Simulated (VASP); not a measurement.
Wanted: the native input for a VASP 6.6.1 run.

| Property | Result |
| --- | --- |
| Task | single point |
| Functional | PBE |
| Potentials or basis | VASP PAW PBE potentials, release 64 (Sn_d, Te) |
| Cutoff | 520 eV |
| k mesh | 4 × 4 × 4 |
| Occupations | gaussian, width 0.1 eV |
| Spin | no spin polarisation |
| Dipole correction | no |
| Further INCAR settings | ALGO = Normal; EDIFF = 1e-06; NBANDS = 35 |

The structure of SnTe2 lies in POSCAR:

```
SnTe2
1.0
    6.8021256500      0.0000000000      0.0000000000
    0.0000000000      6.8021256500      0.0000000000
    0.0000000000      0.0000000000      3.8769315600
Sn Te
2 4
Direct
    0.0000000000      0.0000000000      0.0000000000
    0.5000000000      0.5000000000      0.5000000000
    0.3000000100      0.3000000100      0.0000000000
    0.1999999900      0.8000000100      0.5000000000
    0.6999999900      0.6999999900      0.0000000000
    0.8000000100      0.1999999900      0.5000000000
```

The input as run:

INCAR

```
SYSTEM = SnTe2
PREC = Accurate
ENCUT = 520
EDIFF = 1E-6
ISMEAR = 0
SIGMA = 0.1
LREAL = .FALSE.
LASPH = .TRUE.
NELM = 100
ALGO = Normal
ISIF = 2
LWAVE = .FALSE.
LCHARG = .TRUE.
GGA = PE
LELF = .TRUE.
LVHAR = .TRUE.
NBANDS = 35
```

KPOINTS

```
regular mesh
0
G
  4 4 4
  0 0 0
```

Potentials or basis: VASP PAW PBE potentials, release 64 (Sn_d, Te).

Launch:

```sh
$ cat potpaw_PBE.64/Sn_d/POTCAR potpaw_PBE.64/Te/POTCAR > POTCAR
$ mpirun -np 1 vasp_std > vasp.out
```

Results of the run:

* Pressure: 13.5 GPa
* Largest force: 0.843 eV/Å
* Band gap on the k mesh: zero (band 26 reaches 6.85 eV, above the bottom of band 27 at 6.41 eV)

Caveat: the k points lie up to 0.41 Å⁻¹ apart; spin-orbit coupling is left out, which moves the levels of the heavy elements.

It took 110 s on 1 thread of AMD EPYC 9R45 (Zen 5), with other jobs on the host, peak memory 0.29 GiB.
